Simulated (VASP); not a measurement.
A run of VASP 6.6.1:

File INCAR:

```
SYSTEM = LiF
PREC = Accurate ; ENCUT = 520
EDIFF = 1E-7 ; ISMEAR = 0
SIGMA = 0.05 ; LREAL = .FALSE.
LASPH = .TRUE. ; NELM = 60
ALGO = Normal ; ISIF = 2
LWAVE = .FALSE. ; LCHARG = .TRUE.
GGA = CA ; LELF = .TRUE.
LVHAR = .TRUE. ; NBANDS = 18
```

KPOINTS

```
Automatic mesh
0
G
  9 9 6
  0 0 0
```

Contents of POSCAR:

```
LiF
1.0
    3.0976209951      0.0000000000      0.0000000000
   -1.5488104975      2.6826184730      0.0000000000
    0.0000000000      0.0000000000      4.4580961361
Li F
2 2
Direct
    0.3333333333      0.6666666667      0.3559038391
    0.6666666667      0.3333333333      0.8559038391
    0.3333333333      0.6666666667      0.9910195924
    0.6666666667      0.3333333333      0.4910195924
```

Potentials or basis: VASP PAW LDA potentials, release 64 (Li_sv, F).

Launch:

```bash
$ cat potpaw_LDA.64/Li_sv/POTCAR potpaw_LDA.64/F/POTCAR > POTCAR
$ mpirun -np 1 vasp_std > vasp.out
```

Hardware: 1 thread of Intel Xeon 8259CL, on a shared host.

How long does it take, and how much memory?

Run time: 40 s on 1 thread of Intel Xeon 8259CL, with other jobs on the host, peak memory 0.14 GiB. Counts: scf iterations 13, k points 48.
